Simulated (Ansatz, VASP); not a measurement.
# ZnSe in VASP and in Ansatz

Contents of INCAR:

```
PREC     = Accurate       # precision mode
ENCUT    = 500            # plane-wave cutoff, eV
EDIFF    = 1E-6           # SCF threshold, eV
ISMEAR   = 0              # smearing method
SIGMA    = 0.02           # smearing width, eV
LREAL    = False          # projectors in reciprocal space
LASPH    = True           # aspherical terms in the spheres
NELM     = 120            # most SCF steps
ALGO     = Normal         # electronic algorithm
ISIF     = 2              # what is computed and relaxed
LWAVE    = False          # write WAVECAR
LCHARG   = False          # write CHGCAR
NBANDS   = 16             # bands
GGA_COMPAT= False
```

Contents of KPOINTS:

```
Automatic mesh
0
Gamma
  8 8 8
```

The input POSCAR:

```
ZnSe
1.0
    0.0000000000      2.8382697530      2.8382697530
    2.8382697530      0.0000000000      2.8382697530
    2.8382697530      2.8382697530      0.0000000000
Zn Se
1 1
Direct
    0.0000000000      0.0000000000      0.0000000000
    0.2500000000      0.2500000000      0.2500000000
```

Input for Ansatz:

```yaml
crystal:
  lattice:
    - [0.0, 2.838269753, 2.838269753]
    - [2.838269753, 0.0, 2.838269753]
    - [2.838269753, 2.838269753, 0.0]
  atoms:
    - { symbol: Zn, position: [0.0, 0.0, 0.0] }
    - { symbol: Se, position: [0.25, 0.25, 0.25] }
basis:
  ecutwfc: 420
kpoints:
  mp_grid: { grid: [8, 8, 8] }
hamiltonian:
  xc: lda
  pseudopotentials: { kind: paw, azcp: { folder: soft_1 } }
scf:
  occupations: { method: gaussian, width: 0.02 }
output:
  forces: true
  stress: true
  eigenvalues: true
```

Alike in both runs: task single point; functional LDA; k mesh 8 × 8 × 8; occupations gaussian, width 0.02 eV; no spin polarisation.

```csv
,VASP,Ansatz
version,VASP 6.6.1,Ansatz 0.2.0
potentials or method,"VASP PAW LDA potentials, release 64 (Zn, Se), cutoff 500 eV","scalar-relativistic, plane waves, PAW"
valence electrons in the cell,18,28
```

|  | VASP | Ansatz | Ansatz less VASP |
| --- | --- | --- | --- |
| gap on the k mesh at the Fermi level (eV) | 1.05 | 1.01 | -0.039 |
| least direct gap on the mesh (eV) | 1.05 | 1.01 | -0.039 |
| pressure (GPa) | -3.4 | -3.7 | -0.30 |

Ansatz warns that its potentials were made for another functional, while VASP's fit it. LDA's correlation is that of Perdew and Zunger in VASP and of Perdew and Wang (1992) in Ansatz. VASP's potentials hold 18 valence electrons a cell and Ansatz's 28, so a difference there can come from the potentials and not from the codes.
